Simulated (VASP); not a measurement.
Write the native input for VASP 6.6.1 that does the following.

```yaml
Task: relaxation of cell and atoms
Functional: PBE
Potentials_or_basis: VASP PAW PBE potentials, release 64 (Al, B, N)
Cutoff: 600 eV
k_mesh: 12 × 12 × 14
Occupations: gaussian, width 0.1 eV
Spin: no spin polarisation
Dipole_correction: no
Further_INCAR_settings: ALGO = Normal; EDIFF = 1e-07; IBRION = 2; EDIFFG = -0.01; NSW = 100; ISIF = 3
```

The structure of Al3BN2 lies in POSCAR:

```
Al3BN2
1.0
    5.1311970867      0.0000000000      0.0000000000
   -2.5655985434      4.4437470289      0.0000000000
    0.0000000000      0.0000000000      2.7141022350
Al B N
3 1 2
Direct
    0.5000000000      0.0000000000      0.5000000000
    0.0000000000      0.5000000000      0.5000000000
    0.5000000000      0.5000000000      0.5000000000
    0.0000000000      0.0000000000      0.5000000000
    0.3333333333      0.6666666667      0.0000000000
    0.6666666667      0.3333333333      0.0000000000
```

The cell was generated, and may not be a known phase.

One way to write it, as run:

INCAR

```
PREC = Accurate
ENCUT = 600
EDIFF = 1E-7
ISMEAR = 0
SIGMA = 0.1
LREAL = False
LASPH = True
NELM = 60
ALGO = Normal
ISIF = 3
LWAVE = False
LCHARG = False
GGA = PE
IBRION = 2
NSW = 100
EDIFFG = -0.01
```

KPOINTS

```
regular mesh
0
Gamma
  12 12 14
```

Potentials or basis: VASP PAW PBE potentials, release 64 (Al, B, N).

Run with:

```bash
$ cat potpaw_PBE.64/Al/POTCAR potpaw_PBE.64/B/POTCAR potpaw_PBE.64/N/POTCAR > POTCAR
$ mpirun -np 1 vasp_std > vasp.out
```

Results of the run:

The relaxed volume is 10.30 Å³/atom and the relaxed cell is a = 5.133 Å, b = 5.133 Å, c = 2.710 Å, α = 90.00°, β = 90.00°, γ = 120.00°. The space group after relaxing (to 0.1 Å) is P6/mmm (No. 191), the energy gained by relaxing is 0.0 meV/atom and the ionic steps are 3. The pressure after relaxing is 0.1 GPa. The band gap on the k mesh is zero (bands 11 and 12 overlap by 1.11 eV).

Run time: 2.7 min on 1 thread of Intel(R) Xeon(R) 6975P-C (Granite Rapids) (shared host), peak memory 0.32 GiB.
